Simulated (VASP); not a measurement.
# WSe2: relaxation of shape and atoms at fixed volume with PBEsol

WSe2, a slab with vacuum:

```
W Se
1.0
     3.23676    0.00000    0.00000
    -1.61838    2.80311    0.00000
     0.00000    0.00000   23.01860
W Se
2 4
Direct
  0.66667 0.33333 0.14202
  0.33333 0.66667 0.85798
  0.33333 0.66667 0.21390
  0.66667 0.33333 0.92997
  0.33333 0.66667 0.07003
  0.66667 0.33333 0.78610
```

* Program: VASP 6.6.1
* Task: relaxation of shape and atoms at fixed volume
* Functional: PBEsol
* Potentials or basis: VASP PAW PBE potentials, release 64 (W_sv, Se)
* Cutoff: 600 eV
* k mesh: 12 × 12 × 2
* Occupations: gaussian, width 0.02 eV
* Spin: no spin polarisation
* Dipole correction: no
* Further INCAR settings: ALGO = Normal; EDIFF = 1e-06; IBRION = 2; EDIFFG = -0.01; NSW = 50; ISIF = 4

```json
{
 "Energy gained by relaxing": "11.1 meV/atom",
 "Ionic steps": "20",
 "Largest force after relaxing": "0.010 eV/Å",
 "Band gap on the k mesh": "1.41 eV (least direct gap 1.64 eV)"
}
```

Forces on the atoms (eV/Å):
```
W    0.000  0.000 -0.005
W    0.000  0.000  0.005
Se   0.000  0.000  0.010
Se   0.000  0.000  0.005
Se   0.000  0.000 -0.005
Se   0.000  0.000 -0.010
```

Step by step:
```csv
step,energy change (eV),largest force (eV/Å),pressure (GPa),volume (Å³)
1,0.0000,0.6448,2.98,208.85
2,-0.0353,0.0207,1.22,208.85
3,-0.0358,0.0575,1.38,208.85
4,-0.0520,0.0579,0.95,208.85
5,-0.0597,0.0600,0.43,208.85
6,-0.0598,0.0594,0.38,208.85
7,-0.0598,0.0602,0.36,208.85
8,-0.0599,0.0851,0.25,208.85
9,-0.0600,0.0462,0.29,208.85
10,-0.0602,0.0386,0.26,208.85
11,-0.0605,0.0957,0.18,208.85
12,-0.0605,0.0946,0.17,208.85
13,-0.0607,0.0926,0.17,208.85
14,-0.0611,0.0881,0.17,208.85
15,-0.0618,0.0796,0.16,208.85
16,-0.0631,0.0630,0.14,208.85
17,-0.0649,0.0311,0.11,208.85
18,-0.0663,0.0331,0.07,208.85
19,-0.0660,0.1040,0.01,208.85
20,-0.0664,0.0097,0.05,208.85
```

Final structure:
```cif
data_structure
_symmetry_space_group_name_H-M 'P 1'
_symmetry_Int_Tables_number 1
_cell_length_a 3.2723
_cell_length_b 3.2723
_cell_length_c 22.5218
_cell_angle_alpha 90.000
_cell_angle_beta 90.000
_cell_angle_gamma 120.000
_cell_volume 208.85
loop_
_atom_site_label
_atom_site_type_symbol
_atom_site_fract_x
_atom_site_fract_y
_atom_site_fract_z
_atom_site_occupancy
W1 W 0.66667 0.33333 0.14672 1
W2 W 0.33333 0.66667 0.85328 1
Se1 Se 0.33333 0.66667 0.22107 1
Se2 Se 0.66667 0.33333 0.92775 1
Se3 Se 0.33333 0.66667 0.07225 1
Se4 Se 0.66667 0.33333 0.77893 1
```

Levels at points of the mesh, in eV from the valence-band top:
```csv
k point,band 23,band 24,band 25,band 26,band 27,band 28,band 29,band 30
"(0.00, 0.00, 0.00)",-1.21,-1.21,-0.64,-0.01,2.98,2.98,3.01,3.01
"(0.50, 0.00, 0.00)",-1.11,-1.06,-0.95,-0.85,2.47,2.48,2.71,2.89
"(0.00, 0.00, 0.50)",-1.21,-1.21,-0.64,-0.01,2.98,2.98,3.01,3.01
"(0.50, 0.00, 0.50)",-1.11,-1.06,-0.95,-0.85,2.47,2.48,2.71,2.89
```

Run time: 7.3 min on 1 × NVIDIA H100 80GB with 1 thread of AMD EPYC 7R13 Processor (Zen 3) (shared host), peak memory 1.5 GiB.

Caveat: there is no dipole correction, which matters where the two faces differ; the relaxation moved the vacuum too, so the length across it says nothing of the material; the PAW data sets were made with another functional, which shifts forces and pressure a little; spin-orbit coupling is left out, which moves the levels of the heavy elements.
